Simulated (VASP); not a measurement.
# CoSi2: single point with LDA

The system is CoSi2.

```
CELL_PARAMETERS angstrom
0.00000 2.63681 2.63681
2.63681 0.00000 2.63681
2.63681 2.63681 0.00000
ATOMIC_POSITIONS crystal
Co 0.00000 0.00000 0.00000
Si 0.25000 0.25000 0.25000
Si 0.75000 0.75000 0.75000
```

```yaml
Program: VASP 6.6.1
Task: single point
Functional: LDA
Potentials_or_basis: VASP PAW LDA potentials, release 64 (Co, Si)
Cutoff: 520 eV
k_mesh: 12 × 12 × 12
Occupations: gaussian, width 0.05 eV
Spin: no spin polarisation
```

```json
{
 "Pressure": "0.2 GPa",
 "Band gap on the k mesh": "zero (an odd number of electrons rules out a gap without spin polarisation)"
}
```

Levels at points of the mesh, in eV from the Fermi level:
```tsv
k point	band 7	band 8	band 9	band 10	band 11	band 12
(0.00, 0.00, 0.00)	1.15	3.49	3.49	3.49	3.61	3.61
(0.50, 0.00, 0.00)	-1.77	-0.45	-0.45	2.80	3.58	3.58
(0.50, 0.50, 0.00)	-2.12	-2.04	-1.44	1.75	2.95	8.67
```

Run time: 84 s on 1 thread of Intel Xeon 8259CL (shared host), peak memory 0.17 GiB.

Caveat: an odd number of electrons without spin polarisation forces a metal; a magnetic or distorted state may lie lower. Spin polarisation is off, so any magnetic state and its effect on volume and gap are missing.
